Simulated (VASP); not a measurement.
Set up this calculation in VASP 6.6.1, as the native input.

- Task: single point
- Functional: LDA
- Potentials or basis: VASP PAW LDA potentials, release 64 (Be)
- Cutoff: 600 eV
- k mesh: 4 × 4 × 6
- Occupations: fermi-dirac, width 0.1 eV
- Spin: no spin polarisation
- Dipole correction: no
- Further INCAR settings: ALGO = Normal; EDIFF = 1e-06; NBANDS = 12

The structure of Be lies in POSCAR:

```
Be
1.0
    3.7468100000      0.0000000000      0.0000000000
    0.0000000000      3.7468100000      0.0000000000
    0.0000000000      0.0000000000      2.2812800000
Be
4
Direct
    0.2979069818      0.2774051578     -0.0235522463
    0.6964388938      0.7230699171     -0.0085278283
    0.2024848195      0.7664838994      0.5446499584
    0.8031692897      0.2330410485      0.4874302695
```

The input as run:

INCAR

```
PREC = Accurate ; ENCUT = 600
EDIFF = 1E-6 ; ISMEAR = -1
SIGMA = 0.1 ; LREAL = F
LASPH = T ; NELM = 120
ALGO = Normal ; ISIF = 2
LWAVE = F ; LCHARG = T
GGA = CA ; LELF = T
LVHAR = T ; NBANDS = 12
GGA_COMPAT = F
```

KPOINTS

```
Automatic mesh
0
Gamma
  4 4 6
```

Potentials or basis: VASP PAW LDA potentials, release 64 (Be).

The run is started by

```sh
$ cat potpaw_LDA.64/Be/POTCAR > POTCAR
$ mpirun -np 1 vasp_std > vasp.out
```

Results of the run:

| Property | Result |
| --- | --- |
| Pressure | -5.0 GPa |
| Largest force | 1.158 eV/Å |
| Band gap on the k mesh | zero (band 4 reaches 7.54 eV, above the bottom of band 5 at 6.40 eV) |

Caveat: the k points lie up to 0.46 Å⁻¹ apart; forces of over 1 eV/Å act on the atoms, so gaps and moduli don't describe the material at rest.

It took 12 s on 1 thread of Intel(R) Xeon(R) Platinum 8259CL CPU @ 2.50GHz (Skylake/Cascade Lake), with other jobs on the host, peak memory 0.13 GiB.
